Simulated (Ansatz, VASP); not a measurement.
**CdS: VASP beside Ansatz**

```
Cd S
1.0
     0.00000    2.87925    3.02549
     2.87925    0.00000    3.02549
     2.87925    2.87925    0.00000
Cd S
1 1
Direct
  0.00000 0.00000 0.00000
  0.25000 0.25000 0.25000
```

Change from the starting cell: epitaxial_xy strain -2.0%.

Alike in both runs: task single point; functional PBE; k mesh 8 × 8 × 8; occupations fermi-dirac, width 0.02 eV; no spin polarisation.

```csv
,VASP,Ansatz
version,VASP 6.6.1,Ansatz 0.2.0
potentials or method,"VASP PAW PBE potentials, release 64 (Cd, S)","plane waves, PAW"
plane-wave cutoff (eV),520,420
valence electrons in the cell,18,26
```

VASP gave:

```
gap on the k mesh at the Fermi level (eV)                     : 1.07
pressure (GPa)                                                : 2.4
traceless stress, the component that is largest in VASP (GPa) : -0.64
```

**Question.** Which values does Ansatz return?

**Answer.** gap on the k mesh at the Fermi level (eV): 1.06; pressure (GPa): 2.1; traceless stress, the component that is largest in VASP (GPa): -0.65.

The functional is the same, so the differences come from potentials, cutoffs and numerics. VASP's potentials hold 18 valence electrons a cell and Ansatz's 26, so a difference there can come from the potentials and not from the codes.
